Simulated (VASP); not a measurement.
Crystal: CsOs3.

```
CELL_PARAMETERS angstrom
4.37013 0.00000 0.00000
0.00000 4.37013 0.00000
0.00000 0.00000 4.37013
ATOMIC_POSITIONS crystal
Cs 0.00000 0.00000 0.00000
Os 0.00000 0.50000 0.50000
Os 0.50000 0.00000 0.50000
Os 0.50000 0.50000 0.00000
```

| Item | Value |
| --- | --- |
| Program | VASP 6.6.1 |
| Task | relaxation of cell and atoms |
| Functional | PBE |
| Potentials or basis | VASP PAW PBE potentials, release 64 (Cs_sv, Os_sv_GW) |
| Cutoff | 560 eV |
| k mesh | 4 × 4 × 4 |
| Occupations | gaussian, width 0.1 eV |
| Spin | no spin polarisation |

At the start: pressure -17.7 GPa; volume 20.87 Å³/atom.

**Question.** How do energy, volume and symmetry change on relaxing?

**Answer.** Over 4 steps the energy falls by 208.7 meV/atom and the volume is 17.74 Å³/atom (-15.0 %); space group Pm-3m (No. 221, to 0.1 Å) before and after.

Step by step:
| step | energy change (eV) | largest force (eV/Å) | pressure (GPa) | volume (Å³) |
| --- | --- | --- | --- | --- |
| 1 | 0.0000 | 0.0000 | -17.67 | 83.46 |
| 2 | 0.7884 | 0.0000 | 52.04 | 58.63 |
| 3 | -0.8333 | 0.0000 | -1.14 | 71.30 |
| 4 | -0.8349 | 0.0000 | -0.34 | 70.95 |

Final structure:
```
Cs Os
1.0
     4.13986    0.00000    0.00000
     0.00000    4.13986    0.00000
     0.00000    0.00000    4.13986
Cs Os
1 3
Direct
  0.00000 0.00000 0.00000
  0.00000 0.50000 0.50000
  0.50000 0.00000 0.50000
  0.50000 0.50000 0.00000
```
